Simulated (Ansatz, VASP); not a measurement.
## BiRu in VASP and in Ansatz

The input INCAR:

```
SYSTEM = BiRu
PREC = Accurate
ENCUT = 600
EDIFF = 1E-6
ISMEAR = -1
SIGMA = 0.05
LREAL = .False.
LASPH = .True.
NELM = 60
ALGO = Normal
ISIF = 3
LWAVE = .False.
LCHARG = .False.
GGA = PE
IBRION = 2
NSW = 100
EDIFFG = -0.005
```

File KPOINTS:

```
regular mesh
0
Gamma
  10 10 10
  0 0 0
```

File POSCAR:

```
BiRu
1.0
    0.0000000000      2.8418062605      2.8418062605
    2.8418062605      0.0000000000      2.8418062605
    2.8418062605      2.8418062605      0.0000000000
Ru Bi
1 1
Direct
    0.0000000000      0.0000000000      0.0000000000
    0.5000000000      0.5000000000      0.5000000000
```

Input for Ansatz:

```yaml
crystal:
  lattice:
    - [0.0, 2.8418062605, 2.8418062605]
    - [2.8418062605, 0.0, 2.8418062605]
    - [2.8418062605, 2.8418062605, 0.0]
  atoms:
    - { symbol: Ru, position: [0.0, 0.0, 0.0] }
    - { symbol: Bi, position: [0.5, 0.5, 0.5] }
kpoints:
  mp_grid: { grid: [10, 10, 10] }
scf:
  occupations: { method: fermi_dirac, width: 0.05 }
hamiltonian:
  xc: pbe
  pseudopotentials: { kind: paw }
output:
  forces: true
  stress: true
relax:
  f_tol: 0.005
  max_steps: 80
  cell: {}
```

Alike in both runs: task relaxation of cell and atoms; functional PBE; k mesh 10 × 10 × 10; occupations fermi-dirac, width 0.05 eV; no spin polarisation.

|  | VASP | Ansatz |
| --- | --- | --- |
| version | VASP 6.6.1 | Ansatz 0.2.0 |
| potentials or method | VASP PAW PBE potentials, release 64 (Ru_pv, Bi_d) | PAW with Ansatz's default frozen-core files, scalar-relativistic |
| plane-wave cutoff (eV) | 600 | 420 |
| valence electrons in the cell | 29 | 31 |

```tsv
	VASP	Ansatz	Ansatz less VASP
relaxed volume (Å³/atom)	21.39	21.36	-0.030
relaxed cell length with the largest relative difference (Å)	3.926	3.924	-0.0018
```

VASP's potentials hold 29 valence electrons a cell and Ansatz's 31, so a difference there can come from the potentials and not from the codes.

Neither program's run includes spin-orbit coupling.
